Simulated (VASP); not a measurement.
The system is Si5PdW.

```
Si Pd W
1.0
     3.98000    0.00000    0.00000
     0.00000    3.98000    0.00000
     0.00000    0.00000    6.50000
Si Pd W
5 1 1
Direct
  0.00000 0.50000 0.69500
  0.50000 0.00000 0.69500
  0.00000 0.50000 0.30500
  0.50000 0.00000 0.30500
  0.50000 0.50000 0.00000
  0.00000 0.00000 0.00000
  0.00000 0.00000 0.50000
```

| Property | Result |
| --- | --- |
| Program | VASP 6.6.1 |
| Task | relaxation of cell and atoms |
| Functional | PBE |
| Potentials or basis | VASP PAW PBE potentials, release 64 (Si, Pd, W_sv) |
| Cutoff | 600 eV |
| k mesh | 4 × 4 × 3 |
| Occupations | gaussian, width 0.2 eV |
| Spin | no spin polarisation |

At the start: pressure 18.7 GPa; volume 14.71 Å³/atom.

Q: Where does the relaxation end?

A: Over 12 steps the energy falls by 250.3 meV/atom and the volume is 15.75 Å³/atom (+7.1 %); space group P4/mmm (No. 123, to 0.1 Å) before and after.

Step by step:
| step | energy change (eV) | largest force (eV/Å) | pressure (GPa) | volume (Å³) |
| --- | --- | --- | --- | --- |
| 1 | 0.0000 | 2.5121 | 18.67 | 102.96 |
| 2 | -0.3973 | 0.0051 | -13.82 | 130.61 |
| 3 | -1.0528 | 0.7899 | -3.41 | 116.96 |
| 4 | -1.0533 | 0.8169 | -3.05 | 116.63 |
| 5 | -1.3445 | 0.6683 | -2.08 | 113.96 |
| 6 | -1.6555 | 0.3337 | 5.21 | 106.25 |
| 7 | -1.6874 | 0.0848 | 2.04 | 108.66 |
| 8 | -1.6942 | 0.0358 | 2.89 | 107.95 |
| 9 | -1.7156 | 0.3451 | -2.09 | 112.10 |
| 10 | -1.7330 | 0.2346 | -0.22 | 110.39 |
| 11 | -1.7473 | 0.1388 | 0.05 | 110.32 |
| 12 | -1.7519 | 0.0499 | 0.42 | 110.25 |

Final structure:
```
Si Pd W
1.0
     4.32596    0.00000    0.00000
     0.00000    4.32596    0.00000
     0.00000    0.00000    5.89134
Si Pd W
5 1 1
Direct
  0.00000 0.50000 0.72506
  0.50000 0.00000 0.72506
  0.00000 0.50000 0.27494
  0.50000 0.00000 0.27494
  0.50000 0.50000 0.00000
  0.00000 0.00000 0.00000
  0.00000 0.00000 0.50000
```

Caveat: the k points lie up to 0.36 Å⁻¹ apart in the final cell, too coarse for converged energies and pressures of a metal; the relaxation stopped at a loose force limit of 0.08 eV/Å, so its end isn't a converged minimum.
